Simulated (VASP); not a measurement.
# BaTiO3 (P4mm) in VASP: a series of runs

The runs below take BaTiO3 through single point, with r2SCAN.

Everything below comes from runs of VASP 6.6.1. Logs are shortened: lines on timing, memory, paths and dates and some standing lists are left out, and cuts for length are marked.

## Step 1: The cell of the first run

Symmetry: P4mm, No. 99, tetragonal system. Conventional cell: a = 3.973 Å, b = 3.973 Å, c = 4.111 Å, α = 90.00°, β = 90.00°, γ = 90.00°. Within 3.7 Å of Ba (site symmetry 4mm) lie 12 O at 2.79 to 2.92 Å and 8 Ti at 3.44 to 3.53 Å. Ti (site symmetry 4mm) has 6 O at 1.82 to 2.29 Å within 2.4 Å. Within 2.6 Å of O (site symmetry 2mm) lie 2 Ti at 1.99 Å. O (site symmetry 4mm) has 2 Ti at 1.82 to 2.29 Å within 2.4 Å.

## Step 2: Single point, r2SCAN

Contents of POSCAR:

```
BaTiO3
1.0
    3.9727519129      0.0000000000      0.0000000000
    0.0000000000      3.9727519129      0.0000000000
    0.0000000000      0.0000000000      4.1114105467
Ba Ti O
1 1 3
Direct
    0.5000000000      0.5000000000      0.5849746091
    0.0000000000      0.0000000000      0.1030751120
    0.0000000000      0.5000000000      0.0629584848
    0.5000000000      0.0000000000      0.0629584848
    0.0000000000      0.0000000000      0.5460302993
```

Contents of INCAR.step1:

```
SYSTEM = BaTiO3
PREC = Accurate ; ENCUT = 520
ISMEAR = 0 ; SIGMA = 0.02
LREAL = .FALSE. ; LASPH = .TRUE.
NELM = 80 ; NBANDS = 28
GGA = PE ; ALGO = Normal
EDIFF = 1E-4 ; LWAVE = .TRUE.
LCHARG = .FALSE.
```

Contents of INCAR.step2:

```
SYSTEM = BaTiO3
PREC = Accurate ; ENCUT = 520
EDIFF = 1E-6 ; ISMEAR = 0
SIGMA = 0.02 ; LREAL = .FALSE.
LASPH = .TRUE. ; NELM = 80
ALGO = Normal ; ISIF = 2
LWAVE = .FALSE. ; LCHARG = .TRUE.
METAGGA = R2SCAN ; LMIXTAU = .TRUE.
LELF = .TRUE. ; LVHAR = .TRUE.
NBANDS = 28 ; ISTART = 1
```

Contents of KPOINTS:

```
Automatic mesh
0
G
  8 8 8
  0 0 0
```

Potentials or basis: VASP PAW PBE potentials, release 64 (Ba_sv, Ti_sv, O).

Command:

```console
> cat potpaw_PBE.64/Ba_sv/POTCAR potpaw_PBE.64/Ti_sv/POTCAR potpaw_PBE.64/O/POTCAR > POTCAR
> cp INCAR.step1 INCAR
> mpirun -np 1 vasp_std > vasp.out
> cp INCAR.step2 INCAR
> mpirun -np 1 vasp_std > vasp.out
```

OUTCAR:

```text
SYSTEM = BaTiO3
   PREC = Accurate
   ENCUT = 520
   EDIFF = 1E-6
   ISMEAR = 0
   LREAL = .FALSE.
   LASPH = .TRUE.
   NELM = 80
   ISIF = 2
   METAGGA = R2SCAN
   ISTART = 1

 ion  position               nearest neighbor table
   1  0.500  0.500  0.585-   3 2.79   4 2.79   4 2.79   3 2.79   5 2.81   5 2.81   5 2.81   5 2.81
                             3 2.92   4 2.92   3 2.92   4 2.92   2 3.44   2 3.44   2 3.44   2 3.44
   2  0.000  0.000  0.103-   5 1.82   4 1.99   3 1.99   3 1.99   4 1.99   5 2.29   1 3.44   1 3.44
                             1 3.44   1 3.44   1 3.53   1 3.53   1 3.53   1 3.53
   3  0.000  0.500  0.063-   2 1.99   2 1.99   1 2.79   1 2.79   1 2.92   1 2.92
   4  0.500  0.000  0.063-   2 1.99   2 1.99   1 2.79   1 2.79   1 2.92   1 2.92
   5  0.000  0.000  0.546-   2 1.82   2 2.29   1 2.81   1 2.81   1 2.81   1 2.81

  LATTYP: Found a simple tetragonal cell.
 ALAT       =     3.9727519129
 C/A-ratio  =     1.0349024145

  Lattice vectors:

 A1 = (   3.9727519129,   0.0000000000,   0.0000000000)
 A2 = (   0.0000000000,   3.9727519129,   0.0000000000)
 A3 = (   0.0000000000,   0.0000000000,   4.1114105467)

Analysis of symmetry for initial positions (statically):
=====================================================================
 Subroutine PRICEL returns:
 Original cell was already a primitive cell.

 Routine SETGRP: Setting up the symmetry group for a
 simple tetragonal supercell.

 Subroutine GETGRP returns: Found  8 space group operations
 (whereof  8 operations were pure point group operations)
 out of a pool of 16 trial point group operations.

The static configuration has the point symmetry C_4v.

Analysis of symmetry for dynamics (positions and initial velocities):
=====================================================================
 Subroutine PRICEL returns:
 Original cell was already a primitive cell.

 Routine SETGRP: Setting up the symmetry group for a
 simple tetragonal supercell.

 Subroutine GETGRP returns: Found  8 space group operations
 (whereof  8 operations were pure point group operations)
 out of a pool of 16 trial point group operations.

The dynamic configuration has the point symmetry C_4v.

 Subroutine INISYM returns: Found  8 space group operations
 (whereof  8 operations are pure point group operations),
 and found     1 'primitive' translations

----------------------------------------------------------------------------------------

                                     Primitive cell

  volume of cell :      64.8894

  direct lattice vectors                    reciprocal lattice vectors
     3.972751913  0.000000000  0.000000000     0.251714686  0.000000000  0.000000000
     0.000000000  3.972751913  0.000000000     0.000000000  0.251714686  0.000000000
     0.000000000  0.000000000  4.111410547     0.000000000  0.000000000  0.243225528

  length of vectors
     3.972751913  3.972751913  4.111410547     0.251714686  0.251714686  0.243225528

  position of ions in fractional coordinates (direct lattice)
     0.500000000  0.500000000  0.584974609
     0.000000000  0.000000000  0.103075112
     0.000000000  0.500000000  0.062958485
     0.500000000  0.000000000  0.062958485
     0.000000000  0.000000000  0.546030299

  ion indices of the primitive-cell ions
   primitive index   ion index
                 1           1
                 2           2
                 3           3
                 4           4
                 5           5

----------------------------------------------------------------------------------------

 KPOINTS: Automatic mesh

Automatic generation of k-mesh.
 Grid dimensions read from file:
 generate k-points for:    8    8    8

 Generating k-lattice:

  Cartesian coordinates                     Fractional coordinates (reciprocal lattice)
     0.031464336  0.000000000  0.000000000     0.125000000  0.000000000  0.000000000
     0.000000000  0.031464336  0.000000000     0.000000000  0.125000000  0.000000000
     0.000000000  0.000000000  0.030403191     0.000000000  0.000000000  0.125000000

  Length of vectors
     0.031464336  0.031464336  0.030403191

  Shift w.r.t. Gamma in fractional coordinates (k-lattice)
     0.000000000  0.000000000  0.000000000

 Subroutine IBZKPT returns following result:
 ===========================================

 Found     75 irreducible k-points:

 Following reciprocal coordinates:
            Coordinates               Weight
  0.000000  0.000000  0.000000      1.000000
  0.125000  0.000000  0.000000      4.000000
  0.250000  0.000000  0.000000      4.000000
  0.375000  0.000000  0.000000      4.000000
  0.500000  0.000000  0.000000      2.000000
  0.125000  0.125000  0.000000      4.000000
[... 16 lines left out ...]
  0.375000  0.125000  0.125000     16.000000
  0.500000  0.125000  0.125000      8.000000
 [... further k-points ...]
   k-points           NKPTS =     75   k-points in BZ     NKDIM =     75   number of bands    NBANDS=     28
   number of dos      NEDOS =    301   number of ions     NIONS =      5
   total plane-waves  NPLWV =  28800
   dimension x,y,z NGX =    30 NGY =   30 NGZ =   32
   dimension x,y,z NGXF=    60 NGYF=   60 NGZF=   64
   ions per type =               1   1   3
   NGX,Y,Z   is equivalent  to a cutoff of  12.55, 12.55, 12.94 a.u.
   NGXF,Y,Z  is equivalent  to a cutoff of  25.11, 25.11, 25.88 a.u.
 SYSTEM =  BaTiO3
   PREC   = accura    normal or accurate (medium, high low for compatibility)
   ISTART =      1    job   : 0-new  1-cont  2-samecut
   ICHARG =      0    charge: 1-file 2-atom 10-const
   ISPIN  =      1    spin polarized calculation?
   LNONCOLLINEAR =      F non collinear calculations
   LSORBIT =      F    spin-orbit coupling
   LASPH  =      T    aspherical Exc in radial PAW
   ENCUT  =  520.0 eV  38.22 Ry    6.18 a.u.   7.39  7.39  7.64*2*pi/ulx,y,z
   NELM   =     80;   NELMIN=  2; NELMDL=  0     # of ELM steps
   EDIFF  = 0.1E-05   stopping-criterion for ELM
   LREAL  =      F    real-space projection
   EDIFFG = 0.1E-04   stopping-criterion for IOM
   NSW    =      0    number of steps for IOM
   IBRION =     -1    ionic relax: 0-MD 1-quasi-New 2-CG
   NFREE  =      0    steps in history (QN), initial steepest desc. (CG)
   ISIF   =      2    stress and relaxation
   ISYM   =      2    0-nonsym 1-usesym 2-fastsym
   POTIM  = 0.5000    time-step for ionic-motion
   TEBEG  =    0.0;   TEEND  =   0.0 temperature during run
   PSTRESS=    0.0 pullay stress
   NELECT =      40.0000    total number of electrons
   NUPDOWN=      -1.0000    fix difference up-down
   EMIN   =  10.00;   EMAX   =-10.00  energy-range for DOS
   EFERMI =   0.00;   METHOD = LEGACY
   ISMEAR =     0;   SIGMA  =   0.02  broadening in eV -4-tet -1-fermi 0-gaus
   EFERMI_NEDOS =   21; number of points for ismear=-14 and -15
   IALGO  =     38    algorithm
   IMIX   =      4    mixing-type and parameters
     AMIX     =   0.40;   BMIX     =  1.00
     AMIX_MAG =   1.60;   BMIX_MAG =  1.00
  volume/ion in A,a.u.               =      12.98        87.58
  Fermi-wavevector in a.u.,A,eV,Ry     =   1.393275  2.632908 26.411845  1.941216
  Thomas-Fermi vector in A             =   2.516937
   LORBIT       =      0    0 simple, 1 ext, 2 COOP (PROOUT), +10 PAW based schemes
   METAGGA = R2SCAN    functional components
   LHFCALC =     F    Hartree Fock is set to
   AEXX    =    0.0000 exact exchange contribution
   IVDW    =     0    specifies the selected vdW correction
   LEPSILON=     F    determine dielectric tensor
   LRPA    =     F    only Hartree local field effects (RPA)
 non-spin polarized calculation
 Gauss-broadening in eV      SIGMA  =   0.02
  energy-cutoff  :      520.00
  volume of cell :       64.89
 maximum number of plane-waves:      1779
 NGX is ok and might be reduce to    30
   NGX = 15   NGY = 15   NGZ = 15

 number of electron      39.9999987 magnetization

 Free energy of the ion-electron system (eV)
  ---------------------------------------------------
  ext. energy  EPLUGINS =         0.00000000
  ---------------------------------------------------
  free energy    TOTEN  =       -74.25942772 eV

  energy without entropy =      -74.25942772  energy(sigma->0) =      -74.25942772

 E-fermi :   3.7362     XC(G=0): -11.8330

 val. band max:        3.5987216341   @ k =   0.5000   0.5000   0.5000
 cond. band min:       5.8089714548   @ k =   0.0000   0.0000   0.0000
 fundamental gap:      2.2102498207
 Fermi energy:         3.7361760892

 k-point     1 :       0.0000    0.0000    0.0000
  band No.  band energies     occupation
      1     -55.2037      2.00000
      2     -30.4726      2.00000
      3     -30.3577      2.00000
      4     -30.3577      2.00000
      5     -22.1092      2.00000
      6     -14.3948      2.00000
[... 20 lines left out ...]
     27       9.2119      0.00000
     28      11.5396      0.00000

 k-point     2 :       0.1250    0.0000    0.0000
  band No.  band energies     occupation
      1     -55.2035      2.00000
      2     -30.4722      2.00000
      3     -30.3671      2.00000
      4     -30.3574      2.00000
      5     -22.0905      2.00000
      6     -14.4030      2.00000
[... 20 lines left out ...]
     27       9.5152      0.00000
     28      11.9168      0.00000

 k-point     3 :       0.2500    0.0000    0.0000
  band No.  band energies     occupation
      1     -55.2031      2.00000
      2     -30.4714      2.00000
      3     -30.3895      2.00000
      4     -30.3566      2.00000
      5     -22.0446      2.00000
      6     -14.4685      2.00000
[... 20 lines left out ...]
     27      10.2800      0.00000
     28      12.3870      0.00000

 k-point     4 :       0.3750    0.0000    0.0000
  band No.  band energies     occupation
      1     -55.2026      2.00000
      2     -30.4705      2.00000
      3     -30.4118      2.00000
      4     -30.3558      2.00000
      5     -21.9977      2.00000
      6     -14.5724      2.00000
[... 20 lines left out ...]
     27      11.2154      0.00000
     28      12.2914      0.00000

 k-point     5 :       0.5000    0.0000    0.0000
  band No.  band energies     occupation
      1     -55.2024      2.00000
      2     -30.4701      2.00000
      3     -30.4210      2.00000
      4     -30.3555      2.00000
      5     -21.9780      2.00000
      6     -14.6211      2.00000
[... 20 lines left out ...]
     27      11.7043      0.00000
     28      12.2528      0.00000

 k-point     6 :       0.1250    0.1250    0.0000
  band No.  band energies     occupation
      1     -55.2033      2.00000
      2     -30.4719      2.00000
      3     -30.3669      2.00000
      4     -30.3665      2.00000
      5     -22.0727      2.00000
      6     -14.3992      2.00000
[... 463 lines left out ...]
      5     -22.0595      2.00000
      6     -14.3788      2.00000
[... 20 lines left out ...]
     27      10.0165      0.00000
     28      12.1325      0.00000

 k-point    22 :       0.2500    0.1250    0.1250
  band No.  band energies     occupation
      1     -55.2028      2.00000
      2     -30.4772      2.00000
      3     -30.3888      2.00000
      4     -30.3656      2.00000
      5     -22.0178      2.00000
      6     -14.3918      2.00000
[... 20 lines left out ...]
     27      10.6797      0.00000
     28      12.4159      0.00000

 k-point    23 :       0.3750    0.1250    0.1250
  band No.  band energies     occupation
      1     -55.2023      2.00000
      2     -30.4763      2.00000
      3     -30.4110      2.00000
      4     -30.3648      2.00000
      5     -21.9753      2.00000
      6     -14.4547      2.00000
[... 20 lines left out ...]
     27      11.5873      0.00000
     28      12.6840      0.00000

 k-point    24 :       0.5000    0.1250    0.1250
  band No.  band energies     occupation
      1     -55.2021      2.00000
      2     -30.4759      2.00000
      3     -30.4201      2.00000
      4     -30.3645      2.00000
      5     -21.9575      2.00000
      6     -14.4894      2.00000
[... 20 lines left out ...]
     27      12.0025      0.00000
     28      12.8227      0.00000

 [... further k-points ...]
[... 5 lines left out ...]
  --------------------------------------------------------------------------------------
  -------------------------------------------------------------------------------------
  Total        0.7488367      0.7488367      0.8452772      0.0000000      0.0000000      0.0000000
  in kB       18.4894495     18.4894495     20.8706516      0.0000000      0.0000000      0.0000000
  external PRESSURE =      19.2831835 kB  Pullay stress =       0.0000000 kB

 VOLUME and BASIS-vectors are now :
 -----------------------------------------------------------------------------
  energy-cutoff  :      520.00
  volume of cell :       64.89
      direct lattice vectors                 reciprocal lattice vectors
     3.972751913  0.000000000  0.000000000     0.251714686  0.000000000  0.000000000
     0.000000000  3.972751913  0.000000000     0.000000000  0.251714686  0.000000000
     0.000000000  0.000000000  4.111410547     0.000000000  0.000000000  0.243225528

 POSITION                                       TOTAL-FORCE (eV/Angst)
 -----------------------------------------------------------------------------------
      1.98638      1.98638      2.40507        -0.000000      0.000000     -0.029928
      0.00000      0.00000      0.42378        -0.000000      0.000000     -0.169691
      0.00000      1.98638      0.25885        -0.000000     -0.000000      0.016978
      1.98638      0.00000      0.25885        -0.000000     -0.000000      0.016978
      0.00000      0.00000      2.24495         0.000000     -0.000000      0.165663
 -----------------------------------------------------------------------------------
    total drift:                                0.000000     -0.000000      0.010835

  FREE ENERGIE OF THE ION-ELECTRON SYSTEM (eV)
  ---------------------------------------------------
  free  energy   TOTEN  =       -74.2594277179 eV

  energy  without entropy=      -74.2594277179  energy(sigma->0) =      -74.25942772
```

It took 6.4 min on 1 thread of Intel Xeon 6975P-C, shared host; peak memory 0.27 GiB.

Results:

```
Free energy            : -74.2594 eV
Pressure               : 1.9 GPa
Largest force          : 0.170 eV/Å
Band gap on the k mesh : 2.21 eV (least direct gap 2.71 eV)
```

Forces on the atoms (eV/Å):
```
Ba   0.000  0.000 -0.030
Ti   0.000  0.000 -0.170
O    0.000  0.000  0.017
O    0.000  0.000  0.017
O    0.000  0.000  0.166
```

Stress tensor (GPa, compression positive):
```
1.85 0.00 0.00
0.00 1.85 0.00
0.00 0.00 2.09
```

Caveat: the PAW data sets were made with another functional, which shifts forces and pressure a little; spin-orbit coupling is left out, which moves the levels of the heavy elements.

## Step 3: Single point, r2SCAN, collinear spin

This run uses another cell than the first one, of 13.07 Å³/atom.

Contents of POSCAR:

```
BaTiO3
1.0
    3.9903792100      0.0000000000      0.0000000000
    0.0000000000      3.9903792100      0.0000000000
    0.0000000000      0.0000000000      4.1026553900
Ba Ti O
1 1 3
Direct
    0.5000000000      0.5000000000      0.5825414600
    0.0000000000      0.0000000000      0.1000427000
    0.0000000000      0.5000000000      0.0642205400
    0.5000000000      0.0000000000      0.0642205400
    0.0000000000      0.0000000000      0.5489717500
```

Contents of INCAR.step1:

```
SYSTEM = BaTiO3
PREC = Accurate
ENCUT = 660
ISMEAR = 0
SIGMA = 0.1
LREAL = .FALSE.
LASPH = .TRUE.
NELM = 200
ISPIN = 2
MAGMOM = 0 1 0 0 0
LMAXMIX = 4
NBANDS = 32
GGA = PE
ALGO = Normal
EDIFF = 1E-5
LWAVE = .TRUE.
LCHARG = .FALSE.
GGA_COMPAT = .FALSE.
```

Contents of INCAR.step2:

```
SYSTEM = BaTiO3
PREC = Accurate
ENCUT = 660
EDIFF = 1E-6
ISMEAR = 0
SIGMA = 0.1
LREAL = .FALSE.
LASPH = .TRUE.
NELM = 200
ALGO = Normal
ISIF = 2
LWAVE = .FALSE.
LCHARG = .FALSE.
ISPIN = 2
MAGMOM = 0 1 0 0 0
LORBIT = 11
LMAXMIX = 4
METAGGA = R2SCAN
LMIXTAU = .TRUE.
NBANDS = 32
ISTART = 1
GGA_COMPAT = .FALSE.
```

Contents of KPOINTS:

```
Automatic mesh
0
G
  4 4 4
  0 0 0
```

Potentials or basis: VASP PAW PBE potentials, release 64 (Ba_sv, Ti_sv, O).

Command:

```console
> cat potpaw_PBE.64/Ba_sv/POTCAR potpaw_PBE.64/Ti_sv/POTCAR potpaw_PBE.64/O/POTCAR > POTCAR
> cp INCAR.step1 INCAR
> mpirun -np 1 vasp_std > vasp.out
> cp INCAR.step2 INCAR
> mpirun -np 1 vasp_std > vasp.out
```

It took 10 min on 1 thread of Oxide Virtual Turin-like, shared host; peak memory 0.28 GiB.

It converged, with:

- Free energy: -74.2741 eV
- Pressure: -0.1 GPa
- Largest force: 0.088 eV/Å
- Band gap on the k mesh: 2.17 eV (least direct gap 2.63 eV)
- Net moment: 0.00 μB per cell
- Valence electrons inside the program's atomic spheres: Ba 7.98; Ti 10.16; O 5.06

Forces in eV/Å, atoms in the order of the input:
```
Ba   0.000  0.000  0.004
Ti   0.000  0.000  0.088
O    0.000  0.000 -0.020
O    0.000  0.000 -0.020
O    0.000  0.000 -0.051
```

Stress tensor (GPa, compression positive):
```
-0.15  0.00  0.00
 0.00 -0.15  0.00
 0.00  0.00  0.01
```

Levels at points of the mesh, in eV from the valence-band top:
Spin up:
```csv
k point,band 18,band 19,band 20,band 21,band 22,band 23
"(0.00, 0.00, 0.00)",-0.63,-0.46,-0.46,2.17,2.57,2.57
"(0.50, 0.00, 0.00)",-1.71,-1.30,-1.13,2.67,3.84,3.91
"(0.50, 0.50, 0.00)",-1.10,-1.10,-0.07,3.93,3.93,4.32
"(0.00, 0.00, 0.50)",-1.99,-0.76,-0.76,2.31,3.84,3.84
"(0.50, 0.00, 0.50)",-1.06,-1.02,-0.36,3.85,3.87,4.21
"(0.50, 0.50, 0.50)",-0.28,-0.28,0.00,4.45,4.45,4.52
```
Spin down:
| k point | band 16 | band 17 | band 18 | band 19 | band 20 | band 21 | band 22 | band 23 | band 24 | band 25 |
| --- | --- | --- | --- | --- | --- | --- | --- | --- | --- | --- |
| (0.00, 0.00, 0.00) | -1.50 | -1.26 | -0.63 | -0.46 | -0.46 | 2.17 | 2.57 | 2.57 | 4.27 | 4.43 |
| (0.50, 0.00, 0.00) | -1.97 | -1.91 | -1.71 | -1.30 | -1.13 | 2.67 | 3.84 | 3.91 | 4.35 | 6.09 |
| (0.50, 0.50, 0.00) | -2.87 | -1.98 | -1.10 | -1.10 | -0.07 | 3.93 | 3.93 | 4.32 | 4.77 | 8.01 |
| (0.00, 0.00, 0.50) | -2.06 | -2.02 | -1.99 | -0.76 | -0.76 | 2.31 | 3.84 | 3.84 | 4.27 | 6.30 |
| (0.50, 0.00, 0.50) | -2.66 | -1.86 | -1.06 | -1.02 | -0.36 | 3.85 | 3.87 | 4.21 | 5.14 | 7.79 |
| (0.50, 0.50, 0.50) | -2.57 | -2.57 | -0.28 | -0.28 | 0.00 | 4.45 | 4.45 | 4.52 | 6.87 | 7.19 |

Caveat: the PAW data sets were made with another functional, which shifts forces and pressure a little; spin-orbit coupling is left out, which moves the levels of the heavy elements. A k mesh can miss the band edges.
